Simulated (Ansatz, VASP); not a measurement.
## AlGa3N4 in VASP and in Ansatz

```
Al Ga N
1.0
     0.00000    0.00000   -5.14154
     3.16444    5.48097    0.00000
     3.16271   -5.47997    0.00000
Al Ga N
2 6 8
Direct
  0.00163 0.16742 0.33484
  0.50163 0.33258 0.66516
  0.00102 0.16799 0.83268
  0.00127 0.66629 0.33259
  0.00102 0.66468 0.83268
  0.50102 0.33201 0.16732
  0.50127 0.83371 0.66741
  0.50102 0.83532 0.16732
  0.63126 0.17024 0.34048
  0.62058 0.17060 0.83035
  0.62264 0.66644 0.33288
  0.62058 0.65975 0.83035
  0.13126 0.32976 0.65952
  0.12058 0.32940 0.16965
  0.12264 0.83356 0.66712
  0.12058 0.84025 0.16965
```

Alike in both runs: task single point; functional PBEsol; k mesh 4 × 4 × 4; occupations gaussian, width 0.02 eV; no spin polarisation.

|  | VASP | Ansatz |
| --- | --- | --- |
| version | VASP 6.6.1 | Ansatz 0.2.0 |
| potentials or method | VASP PAW PBE potentials, release 64 (Al, Ga_d, N), cutoff 520 eV | scalar-relativistic, plane waves, PAW |
| valence electrons in the cell | 124 | 124 |

Ansatz gave:

| Property | Result |
| --- | --- |
| gap on the k mesh at the Fermi level (eV) | 2.40 |
| least direct gap on the mesh (eV) | 2.40 |
| pressure (GPa) | 0.0 |
| rms of the force components (eV/Å) | 0.002 |

Task: Which values does VASP return?

Result: gap on the k mesh at the Fermi level (eV): 2.41; least direct gap on the mesh (eV): 2.41; pressure (GPa): -0.1; rms of the force components (eV/Å): 0.005.

VASP's potentials were made for PBE, not for PBEsol.
